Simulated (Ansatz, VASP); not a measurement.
## Ca in VASP and in Ansatz

Contents of POSCAR:

```
Ca
1.0
    0.0000000000      2.7835023068      2.7835023068
    2.7835023068      0.0000000000      2.7835023068
    2.7835023068      2.7835023068      0.0000000000
Ca
1
Direct
    0.0000000000      0.0000000000      0.0000000000
```

INCAR.step1

```
SYSTEM = Ca
ALGO     = Normal         ! electronic algorithm
EDIFF    = 1E-4           ! SCF threshold, eV
ENCUT    = 520            ! plane-wave cutoff, eV
GGA      = PE             ! functional
ISMEAR   = -1             ! smearing method
LASPH    = .True.         ! aspherical terms in the spheres
LCHARG   = .False.        ! write CHGCAR
LREAL    = .False.        ! projectors in reciprocal space
LWAVE    = .True.         ! write WAVECAR
NBANDS   = 11             ! bands
NELM     = 60             ! most SCF steps
PREC     = Accurate       ! precision mode
SIGMA    = 0.2            ! smearing width, eV
```

File INCAR.step2:

```
SYSTEM = Ca
ALGO     = Normal         ! electronic algorithm
EDIFF    = 1E-6           ! SCF threshold, eV
ENCUT    = 520            ! plane-wave cutoff, eV
ISIF     = 2              ! what is computed and relaxed
ISMEAR   = -1             ! smearing method
ISTART   = 1            
LASPH    = .True.         ! aspherical terms in the spheres
LCHARG   = .False.        ! write CHGCAR
LMIXTAU  = .True.       
LREAL    = .False.        ! projectors in reciprocal space
LWAVE    = .False.        ! write WAVECAR
METAGGA  = R2SCAN         ! meta-GGA
NBANDS   = 11             ! bands
NELM     = 60             ! most SCF steps
PREC     = Accurate       ! precision mode
SIGMA    = 0.2            ! smearing width, eV
```

The input KPOINTS:

```
k-points
0
Gamma
  10 10 10
  0 0 0
```

Input for Ansatz:

```yaml
crystal:
  lattice:
    - [0.0, 2.7835023068, 2.7835023068]
    - [2.7835023068, 0.0, 2.7835023068]
    - [2.7835023068, 2.7835023068, 0.0]
  atoms:
    - { symbol: Ca, position: [0.0, 0.0, 0.0] }
hamiltonian:
  xc: r2scan
  pseudopotentials:
    kind: paw
    azcp:
      Ca: "pseudopotentials/Ca.paw.azcp"
basis:
  ecutwfc: 500
  fft_grid_basis: typed
kpoints:
  mp_grid: { grid: [10, 10, 10], shift: [0, 0, 0] }
magnetization:
  spin_polarized: false
scf:
  occupations: { method: fermi_dirac, width: 0.2 }
  lower_state_search: "off"
output:
  stress: true
```

Alike in both runs: task single point; functional r2SCAN; k mesh 10 × 10 × 10; occupations fermi-dirac, width 0.2 eV; no spin polarisation.

|  | VASP | Ansatz |
| --- | --- | --- |
| version | VASP 6.6.1 | Ansatz 0.2.0 |
| potentials or method | VASP PAW PBE potentials, release 64 (Ca_sv), cutoff 520 eV | plane waves (500 eV) with PAW, scalar-relativistic |
| valence electrons in the cell | 10 | 10 |

```tsv
	VASP	Ansatz	Ansatz less VASP
pressure (GPa)	0.1	0.1	-0.05
```

VASP's potentials were made for PBE, not for r2SCAN.
